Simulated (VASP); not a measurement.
# BN (t.b) (F-43m) in VASP: notebook, part 2 of 2

VASP 6.6.1. The steps go on from the part before.

### Step 3. Single point, PBE

This run uses another cell than the first one, of 5.95 Å³/atom, 1.012 times its volume.

INCAR

```
SYSTEM = BN
  PREC = Accurate
  ENCUT = 600
  EDIFF = 1E-6
  ISMEAR = 0
  SIGMA = 0.02
  LREAL = .FALSE.
  LASPH = .TRUE.
  NELM = 120
  ALGO = Normal
  ISIF = 2
  LWAVE = .FALSE.
  LCHARG = .FALSE.
  GGA = PE
  NBANDS = 11
  GGA_COMPAT = .FALSE.
```

KPOINTS

```
regular mesh
0
G
  12 12 12
  0 0 0
```

POSCAR

```
BN
1.0
    0.0000000000      1.8120264365      1.8120264365
    1.8120264365      0.0000000000      1.8120264365
    1.8120264365      1.8120264365      0.0000000000
B N
1 1
Direct
    0.0000000000      0.0000000000      0.0000000000
    0.2500000000      0.2500000000      0.2500000000
```

Potentials or basis: VASP PAW PBE potentials, release 64 (B, N).

The run is started by

```console
$ cat potpaw_PBE.64/B/POTCAR potpaw_PBE.64/N/POTCAR > POTCAR
$ mpirun -np 1 vasp_std > vasp.out
```

OUTCAR:

```text
SYSTEM = BN
   PREC = Accurate
   ENCUT = 600
   EDIFF = 1E-6
   ISMEAR = 0
   LREAL = .FALSE.
   LASPH = .TRUE.
   NELM = 120
   ISIF = 2
   GGA = PE

 ion  position               nearest neighbor table
   1  0.000  0.000  0.000-   2 1.57   2 1.57   2 1.57   2 1.57
   2  0.250  0.250  0.250-   1 1.57   1 1.57   1 1.57   1 1.57

  LATTYP: Found a face centered cubic cell.
 ALAT       =     3.6240528730

  Lattice vectors:

 A1 = (   0.0000000000,   1.8120264365,   1.8120264365)
 A2 = (   1.8120264365,   0.0000000000,   1.8120264365)
 A3 = (   1.8120264365,   1.8120264365,   0.0000000000)

Analysis of symmetry for initial positions (statically):
=====================================================================
 Subroutine PRICEL returns:
 Original cell was already a primitive cell.

 Routine SETGRP: Setting up the symmetry group for a
 face centered cubic supercell.

 Subroutine GETGRP returns: Found 24 space group operations
 (whereof 24 operations were pure point group operations)
 out of a pool of 48 trial point group operations.

The static configuration has the point symmetry T_d .

Analysis of symmetry for dynamics (positions and initial velocities):
=====================================================================
 Subroutine PRICEL returns:
 Original cell was already a primitive cell.

 Routine SETGRP: Setting up the symmetry group for a
 face centered cubic supercell.

 Subroutine GETGRP returns: Found 24 space group operations
 (whereof 24 operations were pure point group operations)
 out of a pool of 48 trial point group operations.

The dynamic configuration has the point symmetry T_d .

 Subroutine INISYM returns: Found 24 space group operations
 (whereof 24 operations are pure point group operations),
 and found     1 'primitive' translations

----------------------------------------------------------------------------------------

                                     Primitive cell

  volume of cell :      11.8994

  direct lattice vectors                    reciprocal lattice vectors
     0.000000000  1.812026437  1.812026437    -0.275934164  0.275934164  0.275934164
     1.812026437  0.000000000  1.812026437     0.275934164 -0.275934164  0.275934164
     1.812026437  1.812026437  0.000000000     0.275934164  0.275934164 -0.275934164

  length of vectors
     2.562592362  2.562592362  2.562592362     0.477931992  0.477931992  0.477931992

  position of ions in fractional coordinates (direct lattice)
     0.000000000  0.000000000  0.000000000
     0.250000000  0.250000000  0.250000000

  ion indices of the primitive-cell ions
   primitive index   ion index
                 1           1
                 2           2

----------------------------------------------------------------------------------------

 KPOINTS: regular mesh

Automatic generation of k-mesh.
 Grid dimensions read from file:
 generate k-points for:   12   12   12

 Generating k-lattice:

  Cartesian coordinates                     Fractional coordinates (reciprocal lattice)
    -0.022994514  0.022994514  0.022994514     0.083333333  0.000000000  0.000000000
     0.022994514 -0.022994514  0.022994514     0.000000000  0.083333333  0.000000000
     0.022994514  0.022994514 -0.022994514     0.000000000  0.000000000  0.083333333

  Length of vectors
     0.039827666  0.039827666  0.039827666

  Shift w.r.t. Gamma in fractional coordinates (k-lattice)
     0.000000000  0.000000000  0.000000000

 Subroutine IBZKPT returns following result:
 ===========================================

 Found     72 irreducible k-points:

 Following reciprocal coordinates:
            Coordinates               Weight
  0.000000  0.000000  0.000000      1.000000
  0.083333  0.000000  0.000000      8.000000
  0.166667  0.000000  0.000000      8.000000
  0.250000  0.000000  0.000000      8.000000
  0.333333  0.000000  0.000000      8.000000
  0.416667  0.000000  0.000000      8.000000
[... 16 lines left out ...]
  0.500000  0.166667  0.000000     24.000000
 -0.416667  0.166667  0.000000     24.000000
 [... further k-points ...]
   k-points           NKPTS =     72   k-points in BZ     NKDIM =     72   number of bands    NBANDS=     11
   number of dos      NEDOS =    301   number of ions     NIONS =      2
   total plane-waves  NPLWV =   8000
   dimension x,y,z NGX =    20 NGY =   20 NGZ =   20
   dimension x,y,z NGXF=    40 NGYF=   40 NGZF=   40
   ions per type =               1   1
   NGX,Y,Z   is equivalent  to a cutoff of  12.97, 12.97, 12.97 a.u.
   NGXF,Y,Z  is equivalent  to a cutoff of  25.95, 25.95, 25.95 a.u.
 SYSTEM =  BN
   PREC   = accura    normal or accurate (medium, high low for compatibility)
   ISTART =      0    job   : 0-new  1-cont  2-samecut
   ICHARG =      2    charge: 1-file 2-atom 10-const
   ISPIN  =      1    spin polarized calculation?
   LNONCOLLINEAR =      F non collinear calculations
   LSORBIT =      F    spin-orbit coupling
   LASPH  =      T    aspherical Exc in radial PAW
   ENCUT  =  600.0 eV  44.10 Ry    6.64 a.u.   5.12  5.12  5.12*2*pi/ulx,y,z
   NELM   =    120;   NELMIN=  2; NELMDL= -5     # of ELM steps
   EDIFF  = 0.1E-05   stopping-criterion for ELM
   LREAL  =      F    real-space projection
   EDIFFG = 0.1E-04   stopping-criterion for IOM
   NSW    =      0    number of steps for IOM
   IBRION =     -1    ionic relax: 0-MD 1-quasi-New 2-CG
   NFREE  =      0    steps in history (QN), initial steepest desc. (CG)
   ISIF   =      2    stress and relaxation
   ISYM   =      2    0-nonsym 1-usesym 2-fastsym
   POTIM  = 0.5000    time-step for ionic-motion
   TEBEG  =    0.0;   TEEND  =   0.0 temperature during run
   PSTRESS=    0.0 pullay stress
   NELECT =       8.0000    total number of electrons
   NUPDOWN=      -1.0000    fix difference up-down
   EMIN   =  10.00;   EMAX   =-10.00  energy-range for DOS
   EFERMI =   0.00;   METHOD = LEGACY
   ISMEAR =     0;   SIGMA  =   0.02  broadening in eV -4-tet -1-fermi 0-gaus
   EFERMI_NEDOS =   21; number of points for ismear=-14 and -15
   IALGO  =     38    algorithm
   IMIX   =      4    mixing-type and parameters
     AMIX     =   0.40;   BMIX     =  1.00
     AMIX_MAG =   1.60;   BMIX_MAG =  1.00
  volume/ion in A,a.u.               =       5.95        40.15
  Fermi-wavevector in a.u.,A,eV,Ry     =   1.434158  2.710165 27.984583  2.056809
  Thomas-Fermi vector in A             =   2.553597
   LORBIT       =      0    0 simple, 1 ext, 2 COOP (PROOUT), +10 PAW based schemes
   GGA     = PE    functional components
   LHFCALC =     F    Hartree Fock is set to
   AEXX    =    0.0000 exact exchange contribution
   IVDW    =     0    specifies the selected vdW correction
   LEPSILON=     F    determine dielectric tensor
   LRPA    =     F    only Hartree local field effects (RPA)
 non-spin polarized calculation
 Gauss-broadening in eV      SIGMA  =   0.02
  energy-cutoff  :      600.00
  volume of cell :       11.90
 maximum number of plane-waves:       415
   NGX = 11   NGY = 11   NGZ = 11

 number of electron       7.9999999 magnetization

 Free energy of the ion-electron system (eV)
  ---------------------------------------------------
  ext. energy  EPLUGINS =         0.00000000
  ---------------------------------------------------
  free energy    TOTEN  =       -17.45462751 eV

  energy without entropy =      -17.45462751  energy(sigma->0) =      -17.45462751

 E-fermi :   7.4119     XC(G=0): -12.7852

 val. band max:        7.3103989485   @ k =   0.0000   0.0000   0.0000
 cond. band min:      11.7619035702   @ k =   0.5000   0.5000   0.0000
 fundamental gap:      4.4515046217
 Fermi energy:         7.4119491451

 k-point     1 :       0.0000    0.0000    0.0000
  band No.  band energies     occupation
      1     -12.8353      2.00000
      2       7.3104      2.00000
      3       7.3104      2.00000
      4       7.3104      2.00000
      5      16.0944      0.00000
      6      16.0944      0.00000
      7      16.0944      0.00000
      8      17.5386      0.00000
      9      31.9220      0.00000
     10      34.9855      0.00000
     11      34.9855      0.00000
[... 309 lines left out ...]
 k-point    24 :      -0.4167    0.1667    0.0000
  band No.  band energies     occupation
      1      -8.2934      2.00000
      2      -2.6228      2.00000
      3       3.2126      2.00000
      4       4.7627      2.00000
      5      16.5856      0.00000
      6      19.4236      0.00000
      7      19.4970      0.00000
      8      22.9029      0.00000
      9      28.2717      0.00000
     10      32.5681      0.00000
     11      33.8400      0.00000

 [... further k-points ...]

------------------------ aborting loop because EDIFF is reached ----------------------------------------

  FORCE on cell =-STRESS in cart. coord.  units (eV):
  Direction    XX          YY          ZZ          XY          YZ          ZX
  --------------------------------------------------------------------------------------
  -------------------------------------------------------------------------------------
  Total        0.0122590      0.0122590      0.0122590     -0.0000000      0.0000000     -0.0000000
  in kB        1.6506010      1.6506010      1.6506010     -0.0000000      0.0000000     -0.0000000
  external PRESSURE =       1.6506010 kB  Pullay stress =       0.0000000 kB

 VOLUME and BASIS-vectors are now :
 -----------------------------------------------------------------------------
  energy-cutoff  :      600.00
  volume of cell :       11.90
      direct lattice vectors                 reciprocal lattice vectors
     0.000000000  1.812026437  1.812026437    -0.275934164  0.275934164  0.275934164
     1.812026437  0.000000000  1.812026437     0.275934164 -0.275934164  0.275934164
     1.812026437  1.812026437  0.000000000     0.275934164  0.275934164 -0.275934164

 POSITION                                       TOTAL-FORCE (eV/Angst)
 -----------------------------------------------------------------------------------
      0.00000      0.00000      0.00000         0.000000     -0.000000     -0.000000
      0.90601      0.90601      0.90601        -0.000000      0.000000      0.000000
 -----------------------------------------------------------------------------------
    total drift:                                0.000000      0.000000      0.000000

  FREE ENERGIE OF THE ION-ELECTRON SYSTEM (eV)
  ---------------------------------------------------
  free  energy   TOTEN  =       -17.4546275076 eV

  energy  without entropy=      -17.4546275076  energy(sigma->0) =      -17.45462751
```

OSZICAR:

```text
N       E                     dE             d eps       ncg     rms          rms(c)
DAV:   1     0.135619209963E+02    0.13562E+02   -0.54116E+03  1648   0.811E+02
DAV:   2    -0.177808952236E+02   -0.31343E+02   -0.30194E+02  1914   0.186E+02
DAV:   3    -0.184079928096E+02   -0.62710E+00   -0.62620E+00  1889   0.213E+01
DAV:   4    -0.184088009556E+02   -0.80815E-03   -0.80813E-03  1713   0.851E-01
DAV:   5    -0.184088017275E+02   -0.77186E-06   -0.77185E-06  1857   0.264E-02    0.664E+00
DAV:   6    -0.175378316600E+02    0.87097E+00   -0.29542E+00  1769   0.104E+01    0.321E+00
DAV:   7    -0.174684141446E+02    0.69418E-01   -0.99621E-02  1770   0.265E+00    0.190E+00
DAV:   8    -0.174543555131E+02    0.14059E-01   -0.35597E-02  1766   0.138E+00    0.188E-01
DAV:   9    -0.174545330669E+02   -0.17755E-03   -0.95521E-04  1689   0.264E-01    0.829E-02
DAV:  10    -0.174546222091E+02   -0.89142E-04   -0.12541E-04  1739   0.102E-01    0.153E-02
DAV:  11    -0.174546274352E+02   -0.52261E-05   -0.88930E-06  1797   0.251E-02    0.104E-02
DAV:  12    -0.174546275076E+02   -0.72414E-07   -0.14730E-06  1026   0.900E-03
   1 F= -.17454628E+02 E0= -.17454628E+02  d E =-.124548E-15
```

stdout:

```text
POSCAR found type information on POSCAR B N
 POSCAR found :  2 types and       2 ions
 scaLAPACK will be used
 LDA part: xc-table for (Slater+PW92), standard interpolation
 POSCAR, INCAR and KPOINTS ok, starting setup
 FFT: planning ... GRIDC
 FFT: planning ... GRID_SOFT
 FFT: planning ... GRID
 WAVECAR not read
 entering main loop
```

Wall time 4.2 s (1 thread of Intel Xeon 6975P-C (Granite Rapids), shared host); peak memory 0.12 GiB.

What came out:

```
Free energy            : -17.4546 eV
Pressure               : 0.2 GPa
Band gap on the k mesh : 4.45 eV, indirect (least direct gap 8.78 eV)
```

Levels at points of the mesh, in eV from the valence-band top:
| k point | band 2 | band 3 | band 4 | band 5 | band 6 | band 7 |
| --- | --- | --- | --- | --- | --- | --- |
| (0.00, 0.00, 0.00) | 0.00 | 0.00 | 0.00 | 8.78 | 8.78 | 8.78 |
| (0.50, 0.00, 0.00) | -10.62 | -1.93 | -1.93 | 10.05 | 10.66 | 10.66 |
| (0.50, 0.50, 0.00) | -8.87 | -4.87 | -4.87 | 4.45 | 9.19 | 17.80 |

### Step 4. Relaxation of cell and atoms, PBE

INCAR

```
ALGO = Normal
EDIFF = 1E-7
EDIFFG = -0.002
ENCUT = 600
GGA = PE
GGA_COMPAT = F
IBRION = 2
ISIF = 3
ISMEAR = 0
LASPH = T
LCHARG = F
LREAL = F
LWAVE = F
NELM = 120
NELMIN = 4
NSW = 100
PREC = Accurate
SIGMA = 0.02
```

KPOINTS

```
k-points
0
Gamma
  12 12 12
```

POSCAR

```
BN
1.0
    0.0000000000      1.8050000000      1.8050000000
    1.8050000000      0.0000000000      1.8050000000
    1.8050000000      1.8050000000      0.0000000000
B N
1 1
Direct
    0.0000000000      0.0000000000      0.0000000000
    0.2500000000      0.2500000000      0.2500000000
```

The run is started by

```console
$ cat potpaw_PBE.64/B/POTCAR potpaw_PBE.64/N/POTCAR > POTCAR
$ mpirun -np 1 vasp_std > vasp.out
```

Wall time 7.2 s (1 thread of Intel Xeon 6975P-C (Granite Rapids), shared host); peak memory 0.12 GiB.

It converged, with:

```yaml
Free_energy: -17.4542 eV
Relaxed_volume: 5.95 Å³/atom
Relaxed_cell: a = 2.563 Å, b = 2.563 Å, c = 2.563 Å, α = 60.00°, β = 60.00°, γ = 60.00°
Space_group_after_relaxing_to_0.05_Å: F-43m (No. 216)
Energy_gained_by_relaxing: 1.0 meV/atom
Ionic_steps: 3
Pressure_after_relaxing: 0.0 GPa
Band_gap_on_the_k_mesh: 4.45 eV, indirect (least direct gap 8.78 eV)
```

The path:
```
step  energy change (eV)  largest force (eV/Å)  pressure (GPa)  volume (Å³)
   1              0.0000                0.0000            4.62        11.76
   2              0.0001                0.0000           -4.50        12.05
   3             -0.0020                0.0000            0.00        11.90
```

Final structure:
```cif
data_structure
_symmetry_space_group_name_H-M 'P 1'
_symmetry_Int_Tables_number 1
_cell_length_a 2.5630
_cell_length_b 2.5630
_cell_length_c 2.5630
_cell_angle_alpha 60.000
_cell_angle_beta 60.000
_cell_angle_gamma 60.000
_cell_volume 11.90
loop_
_atom_site_label
_atom_site_type_symbol
_atom_site_fract_x
_atom_site_fract_y
_atom_site_fract_z
_atom_site_occupancy
B1 B 0.00000 0.00000 0.00000 1
N1 N 0.25000 0.25000 0.25000 1
```

Levels at points of the mesh, in eV from the valence-band top:
| k point | band 1 | band 2 | band 3 | band 4 | band 5 | band 6 | band 7 | band 8 |
| --- | --- | --- | --- | --- | --- | --- | --- | --- |
| (0.00, 0.00, 0.00) | -20.14 | 0.00 | 0.00 | 0.00 | 8.78 | 8.78 | 8.78 | 10.22 |
| (0.50, 0.00, 0.00) | -15.96 | -10.62 | -1.93 | -1.93 | 10.04 | 10.66 | 10.66 | 15.18 |
| (0.50, 0.50, 0.00) | -14.61 | -8.86 | -4.87 | -4.87 | 4.45 | 9.19 | 17.80 | 17.80 |

### Step 5. Overview

```csv
task,cell,k mesh,smearing,gap on the mesh (eV),pressure (GPa)
single point,"a = 2.553 Å, angles 60.0°, 2 atoms",8 × 8 × 8,gaussian 0.1 eV,4.46,4.6
single point,"a = 2.563 Å, angles 60.0°, 2 atoms",12 × 12 × 12,gaussian 0.02 eV,4.45,0.2
relaxation of cell and atoms,"relaxed from a = 2.553 Å, angles 60.0°, 2 atoms",12 × 12 × 12,gaussian 0.02 eV,4.45,0.0
```

Alike in all rows: level PBE; potentials or basis VASP PAW PBE potentials, release 64 (B, N); no spin polarisation; cutoff (eV) 600.

Total energies depend on the potentials used, so only differences within one code and one set of settings carry meaning.
